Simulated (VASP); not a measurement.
# Se (Fd-3m) in VASP: single point with LDA

Aim: the single point of Se with LDA.

Everything below comes from runs of VASP 6.6.1. Logs are shortened: lines on timing, memory, paths and dates and some standing lists are left out, and cuts for length are marked.

### Step 1. The cell of the first run

It takes space group Fd-3m (No. 227, cubic). Conventional cell: a = 6.251 Å, b = 6.251 Å, c = 6.251 Å, α = 90.00°, β = 90.00°, γ = 90.00°. Within 3.6 Å of Se (site symmetry -43m) lie 4 Se at 2.71 Å.

### Step 2. Single point, LDA

Contents of INCAR:

```
SYSTEM = Se
PREC     = Accurate       ! precision mode
ENCUT    = 520            ! plane-wave cutoff, eV
EDIFF    = 1E-7           ! SCF threshold, eV
ISMEAR   = 0              ! smearing method
SIGMA    = 0.15           ! smearing width, eV
LREAL    = .False.        ! projectors in reciprocal space
LASPH    = .True.         ! aspherical terms in the spheres
NELM     = 60             ! most SCF steps
ALGO     = Normal         ! electronic algorithm
ISIF     = 2              ! what is computed and relaxed
LWAVE    = .False.        ! write WAVECAR
LCHARG   = .False.        ! write CHGCAR
NBANDS   = 13             ! bands
```

Contents of KPOINTS:

```
regular mesh
0
Gamma
  14 14 14
  0 0 0
```

Contents of POSCAR:

```
Se
1.0
    0.0000000000      3.1255665700      3.1255665700
    3.1255665700      0.0000000000      3.1255665700
    3.1255665700      3.1255665700      0.0000000000
Se
2
Direct
    0.5000000000      0.5000000000      0.5000000000
    0.7500000000      0.7500000000      0.7500000000
```

Potentials or basis: VASP PAW LDA potentials, release 64 (Se).

Run with:

```console
cat potpaw_LDA.64/Se/POTCAR > POTCAR
mpirun -np 1 vasp_std > vasp.out
```

OUTCAR:

```text
SYSTEM = Se
   PREC = Accurate
   ENCUT = 520
   EDIFF = 1E-7
   ISMEAR = 0
   LREAL = .False.
   LASPH = .True.
   NELM = 60
   ISIF = 2

 ion  position               nearest neighbor table
   1  0.500  0.500  0.500-   2 2.71   2 2.71   2 2.71   2 2.71
   2  0.750  0.750  0.750-   1 2.71   1 2.71   1 2.71   1 2.71

  LATTYP: Found a face centered cubic cell.
 ALAT       =     6.2511331400

  Lattice vectors:

 A1 = (   0.0000000000,   3.1255665700,   3.1255665700)
 A2 = (   3.1255665700,   0.0000000000,   3.1255665700)
 A3 = (   3.1255665700,   3.1255665700,   0.0000000000)

Analysis of symmetry for initial positions (statically):
=====================================================================
 Subroutine PRICEL returns:
 Original cell was already a primitive cell.

 Routine SETGRP: Setting up the symmetry group for a
 face centered cubic supercell.

 Subroutine GETGRP returns: Found 48 space group operations
 (whereof 24 operations were pure point group operations)
 out of a pool of 48 trial point group operations.

The static configuration has the point symmetry T_d .
 The point group associated with its full space group is O_h .

Analysis of symmetry for dynamics (positions and initial velocities):
=====================================================================
 Subroutine PRICEL returns:
 Original cell was already a primitive cell.

 Routine SETGRP: Setting up the symmetry group for a
 face centered cubic supercell.

 Subroutine GETGRP returns: Found 48 space group operations
 (whereof 24 operations were pure point group operations)
 out of a pool of 48 trial point group operations.

The dynamic configuration has the point symmetry T_d .
 The point group associated with its full space group is O_h .

 Subroutine INISYM returns: Found 48 space group operations
 (whereof 24 operations are pure point group operations),
 and found     1 'primitive' translations

----------------------------------------------------------------------------------------

                                     Primitive cell

  volume of cell :      61.0684

  direct lattice vectors                    reciprocal lattice vectors
     0.000000000  3.125566570  3.125566570    -0.159970997  0.159970997  0.159970997
     3.125566570  0.000000000  3.125566570     0.159970997 -0.159970997  0.159970997
     3.125566570  3.125566570  0.000000000     0.159970997  0.159970997 -0.159970997

  length of vectors
     4.420218633  4.420218633  4.420218633     0.277077894  0.277077894  0.277077894

  position of ions in fractional coordinates (direct lattice)
     0.500000000  0.500000000  0.500000000
     0.750000000  0.750000000  0.750000000

  ion indices of the primitive-cell ions
   primitive index   ion index
                 1           1
                 2           2

----------------------------------------------------------------------------------------

 KPOINTS: regular mesh

Automatic generation of k-mesh.
 Grid dimensions read from file:
 generate k-points for:   14   14   14

 Generating k-lattice:

  Cartesian coordinates                     Fractional coordinates (reciprocal lattice)
    -0.011426500  0.011426500  0.011426500     0.071428571  0.000000000  0.000000000
     0.011426500 -0.011426500  0.011426500     0.000000000  0.071428571  0.000000000
     0.011426500  0.011426500 -0.011426500     0.000000000  0.000000000  0.071428571

  Length of vectors
     0.019791278  0.019791278  0.019791278

  Shift w.r.t. Gamma in fractional coordinates (k-lattice)
     0.000000000  0.000000000  0.000000000

 Subroutine IBZKPT returns following result:
 ===========================================

 Found    104 irreducible k-points:

 Following reciprocal coordinates:
            Coordinates               Weight
  0.000000  0.000000  0.000000      1.000000
  0.071429  0.000000  0.000000      8.000000
  0.142857  0.000000  0.000000      8.000000
  0.214286  0.000000  0.000000      8.000000
  0.285714  0.000000  0.000000      8.000000
  0.357143  0.000000  0.000000      8.000000
[... 16 lines left out ...]
  0.214286  0.142857  0.000000     24.000000
  0.285714  0.142857  0.000000     24.000000
 [... further k-points ...]
   k-points           NKPTS =    104   k-points in BZ     NKDIM =    104   number of bands    NBANDS=     13
   number of dos      NEDOS =    301   number of ions     NIONS =      2
   total plane-waves  NPLWV =  46656
   dimension x,y,z NGX =    36 NGY =   36 NGZ =   36
   dimension x,y,z NGXF=    72 NGYF=   72 NGZF=   72
   ions per type =               2
   NGX,Y,Z   is equivalent  to a cutoff of  13.54, 13.54, 13.54 a.u.
   NGXF,Y,Z  is equivalent  to a cutoff of  27.08, 27.08, 27.08 a.u.
 SYSTEM =  Se
   PREC   = accura    normal or accurate (medium, high low for compatibility)
   ISTART =      0    job   : 0-new  1-cont  2-samecut
   ICHARG =      2    charge: 1-file 2-atom 10-const
   ISPIN  =      1    spin polarized calculation?
   LNONCOLLINEAR =      F non collinear calculations
   LSORBIT =      F    spin-orbit coupling
   LASPH  =      T    aspherical Exc in radial PAW
   ENCUT  =  520.0 eV  38.22 Ry    6.18 a.u.   8.22  8.22  8.22*2*pi/ulx,y,z
   NELM   =     60;   NELMIN=  2; NELMDL= -5     # of ELM steps
   EDIFF  = 0.1E-06   stopping-criterion for ELM
   LREAL  =      F    real-space projection
   EDIFFG = 0.1E-05   stopping-criterion for IOM
   NSW    =      0    number of steps for IOM
   IBRION =     -1    ionic relax: 0-MD 1-quasi-New 2-CG
   NFREE  =      0    steps in history (QN), initial steepest desc. (CG)
   ISIF   =      2    stress and relaxation
   ISYM   =      2    0-nonsym 1-usesym 2-fastsym
   POTIM  = 0.5000    time-step for ionic-motion
   TEBEG  =    0.0;   TEEND  =   0.0 temperature during run
   PSTRESS=    0.0 pullay stress
   NELECT =      12.0000    total number of electrons
   NUPDOWN=      -1.0000    fix difference up-down
   EMIN   =  10.00;   EMAX   =-10.00  energy-range for DOS
   EFERMI =   0.00;   METHOD = LEGACY
   ISMEAR =     0;   SIGMA  =   0.15  broadening in eV -4-tet -1-fermi 0-gaus
   EFERMI_NEDOS =   21; number of points for ismear=-14 and -15
   IALGO  =     38    algorithm
   IMIX   =      4    mixing-type and parameters
     AMIX     =   0.40;   BMIX     =  1.00
     AMIX_MAG =   1.60;   BMIX_MAG =  1.00
  volume/ion in A,a.u.               =      30.53       206.05
  Fermi-wavevector in a.u.,A,eV,Ry     =   0.951765  1.798575 12.324933  0.905857
  Thomas-Fermi vector in A             =   2.080266
   LORBIT       =      0    0 simple, 1 ext, 2 COOP (PROOUT), +10 PAW based schemes
   GGA     = CA    functional components
   LHFCALC =     F    Hartree Fock is set to
   AEXX    =    0.0000 exact exchange contribution
   IVDW    =     0    specifies the selected vdW correction
   LEPSILON=     F    determine dielectric tensor
   LRPA    =     F    only Hartree local field effects (RPA)
 non-spin polarized calculation
 Gauss-broadening in eV      SIGMA  =   0.15
  energy-cutoff  :      520.00
  volume of cell :       61.07
 maximum number of plane-waves:      1676
 NGX is ok and might be reduce to    36
   NGX = 17   NGY = 17   NGZ = 17

 number of electron      11.9999997 magnetization

 Free energy of the ion-electron system (eV)
  ---------------------------------------------------
  ext. energy  EPLUGINS =         0.00000000
  ---------------------------------------------------
  free energy    TOTEN  =        -7.20592364 eV

  energy without entropy =       -7.18535573  energy(sigma->0) =       -7.19563968

 E-fermi :   2.2637     XC(G=0):  -8.6657

 val. band max:        2.2512025834   @ k =  -0.2857   0.0714   0.0000
 cond. band min:       2.2702454437   @ k =   0.2143   0.1429   0.0714
 fundamental gap:      0.0190428603
 Fermi energy:         2.2637440867

 k-point     1 :       0.0000    0.0000    0.0000
  band No.  band energies     occupation
      1     -13.2100      2.00000
      2      -7.8959      2.00000
      3      -1.2181      2.00000
      4      -1.2181      2.00000
      5      -1.2181      2.00000
      6       1.4792      2.00000
      7       1.4792      2.00000
      8       1.4792      2.00000
      9       6.3644      0.00000
     10       9.8878      0.00000
     11       9.8878      0.00000
     12      11.6996      0.00000
     13      11.6996      0.00000

 k-point     2 :       0.0714    0.0000    0.0000
  band No.  band energies     occupation
      1     -13.1751      2.00000
      2      -7.9868      2.00000
      3      -1.2685      2.00000
      4      -1.2685      2.00000
      5      -1.2400      2.00000
      6       1.5393      2.00000
      7       1.5538      2.00000
      8       1.5538      2.00000
      9       6.5461      0.00000
     10       9.7007      0.00000
     11       9.7007      0.00000
     12      11.5155      0.00000
     13      12.0563      0.00000

 k-point     3 :       0.1429    0.0000    0.0000
  band No.  band energies     occupation
      1     -13.0724      2.00000
      2      -8.2399      2.00000
      3      -1.3971      2.00000
      4      -1.3971      2.00000
      5      -1.3206      2.00000
      6       1.7478      2.00000
      7       1.7478      2.00000
      8       1.7534      2.00000
      9       7.0227      0.00000
     10       9.3992      0.00000
     11       9.3992      0.00000
     12      11.1669      0.00000
     13      12.8636      0.00000

 k-point     4 :       0.2143    0.0000    0.0000
  band No.  band energies     occupation
      1     -12.9086      2.00000
      2      -8.6068      2.00000
      3      -1.5582      2.00000
      4      -1.5582      2.00000
      5      -1.4658      2.00000
      6       1.9962      1.98836
      7       1.9962      1.98836
      8       2.1564      1.68855
      9       7.6129      0.00000
     10       9.2239      0.00000
     11       9.2239      0.00000
     12      10.9098      0.00000
     13      13.8338      0.00000

 k-point     5 :       0.2857    0.0000    0.0000
  band No.  band energies     occupation
      1     -12.6980      2.00000
      2      -9.0264      2.00000
      3      -1.7129      2.00000
      4      -1.7129      2.00000
      5      -1.6410      2.00000
      6       2.2354      1.21068
      7       2.2354      1.21068
      8       2.7130      0.00002
      9       8.0852      0.00000
     10       9.2569      0.00000
     11       9.2569      0.00000
     12      10.7534      0.00000
     13      13.6576      0.00000
[... 257 lines left out ...]
 k-point    22 :       0.1429    0.1429    0.0000
  band No.  band energies     occupation
      1     -13.0242      2.00000
      2      -8.3483      2.00000
      3      -1.6528      2.00000
      4      -1.6528      2.00000
      5      -0.8118      2.00000
      6       1.1155      2.00000
      7       2.1323      1.78482
      8       2.1323      1.78482
      9       7.2583      0.00000
     10       8.4759      0.00000
     11      10.1801      0.00000
     12      12.2208      0.00000
     13      12.2208      0.00000

 k-point    23 :       0.2143    0.1429    0.0000
  band No.  band energies     occupation
      1     -12.9001      2.00000
      2      -8.6174      2.00000
      3      -1.8580      2.00000
      4      -1.8232      2.00000
      5      -0.6848      2.00000
      6       1.0808      2.00000
      7       2.4184      0.14469
      8       2.4520      0.07588
      9       7.7456      0.00000
     10       8.1464      0.00000
     11      10.2069      0.00000
     12      12.0619      0.00000
     13      12.7631      0.00000

 k-point    24 :       0.2857    0.1429    0.0000
  band No.  band energies     occupation
      1     -12.7185      2.00000
      2      -8.9761      2.00000
      3      -2.1194      2.00000
      4      -1.9724      2.00000
      5      -0.6520      2.00000
      6       1.2615      2.00000
      7       2.6811      0.00008
      8       2.8327      0.00000
      9       8.0124      0.00000
     10       8.2944      0.00000
     11      10.1999      0.00000
     12      11.8424      0.00000
     13      13.5396      0.00000

 [... further k-points ...]

------------------------ aborting loop because EDIFF is reached ----------------------------------------

  FORCE on cell =-STRESS in cart. coord.  units (eV):
  Direction    XX          YY          ZZ          XY          YZ          ZX
  --------------------------------------------------------------------------------------
  -------------------------------------------------------------------------------------
  Total       -0.6196651     -0.6196651     -0.6196651     -0.0000000      0.0000000     -0.0000000
  in kB      -16.2574107    -16.2574107    -16.2574107     -0.0000000      0.0000000     -0.0000000
  external PRESSURE =     -16.2574107 kB  Pullay stress =       0.0000000 kB

 VOLUME and BASIS-vectors are now :
 -----------------------------------------------------------------------------
  energy-cutoff  :      520.00
  volume of cell :       61.07
      direct lattice vectors                 reciprocal lattice vectors
     0.000000000  3.125566570  3.125566570    -0.159970997  0.159970997  0.159970997
     3.125566570  0.000000000  3.125566570     0.159970997 -0.159970997  0.159970997
     3.125566570  3.125566570  0.000000000     0.159970997  0.159970997 -0.159970997

 POSITION                                       TOTAL-FORCE (eV/Angst)
 -----------------------------------------------------------------------------------
      3.12557      3.12557      3.12557         0.000000      0.000000      0.000000
      4.68835      4.68835      4.68835         0.000000     -0.000000     -0.000000
 -----------------------------------------------------------------------------------
    total drift:                                0.000000      0.000000      0.000000

  FREE ENERGIE OF THE ION-ELECTRON SYSTEM (eV)
  ---------------------------------------------------
  free  energy   TOTEN  =        -7.2059236369 eV

  energy  without entropy=       -7.1853557292  energy(sigma->0) =       -7.19563968
```

Run time: 74 s. Hardware: 1 thread of AMD EPYC 7R13 (Zen 3), shared host; peak memory 0.18 GiB.

What came out:

```yaml
Free_energy: -7.2059 eV
Pressure: -1.6 GPa
Band_gap_on_the_k_mesh: zero (band 6 reaches 2.57 eV, above the bottom of band 7 at 1.48 eV)
```
